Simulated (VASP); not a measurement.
Input of a VASP 6.6.1 run:

File INCAR:

```
SYSTEM = Ti4C3
ALGO = Normal
EDIFF = 1E-6
EDIFFG = -0.08
ENCUT = 600
GGA = PE
IBRION = 2
ISIF = 3
ISMEAR = 0
LASPH = .True.
LCHARG = .False.
LREAL = .False.
LWAVE = .False.
NELM = 60
NSW = 36
PREC = Accurate
SIGMA = 0.2
```

File KPOINTS:

```
k-points
0
Gamma
  4 4 4
  0 0 0
```

Contents of POSCAR:

```
Ti4C3
1.0
    2.7093712400      1.5642562200      4.4452973500
   -2.7093712400      1.5642562200      4.4452973500
    0.0000000000     -3.1285124300      4.4452973500
Ti C
4 3
Direct
    0.5000000000      0.5000000000      0.5000000000
    0.0000000000      0.0000000000      0.5000000000
    0.5000000000      0.0000000000      0.0000000000
    0.0000000000      0.5000000000      0.0000000000
    0.5000000000      0.5000000000      0.0000000000
    0.0000000000      0.5000000000      0.5000000000
    0.5000000000      0.0000000000      0.5000000000
```

Potentials or basis: VASP PAW PBE potentials, release 64 (Ti_sv, C).

The run is started by

```console
$ cat potpaw_PBE.64/Ti_sv/POTCAR potpaw_PBE.64/C/POTCAR > POTCAR
$ mpirun -np 1 vasp_std > vasp.out
```

Task: What does it give for the space group after relaxing (to 0.1 Å)?

Result: Pm-3m (No. 221).

Task: What does it give for the relaxed cell?

Result: a = 4.307 Å, b = 4.307 Å, c = 4.307 Å, α = 89.96°, β = 89.96°, γ = 89.96°.

Task: What does it give for the relaxed volume?

Result: 11.42 Å³/atom.

Task: What does it give for the band gap on the k mesh?

Result: Zero (bands 30 and 31 overlap by 1.14 eV).

Final structure:
```
Ti C
1.0
     3.04459    1.75779    2.48869
    -3.04459    1.75779    2.48869
     0.00000   -3.51559    2.48869
Ti C
4 3
Direct
  0.50000 0.50000 0.50000
  0.00000 0.00000 0.50000
  0.50000 0.00000 0.00000
  0.00000 0.50000 0.00000
  0.50000 0.50000 0.00000
  0.00000 0.50000 0.50000
  0.50000 0.00000 0.50000
```

Caveat: the volume moved by over 15 % at a fixed basis, so the end points are rough.
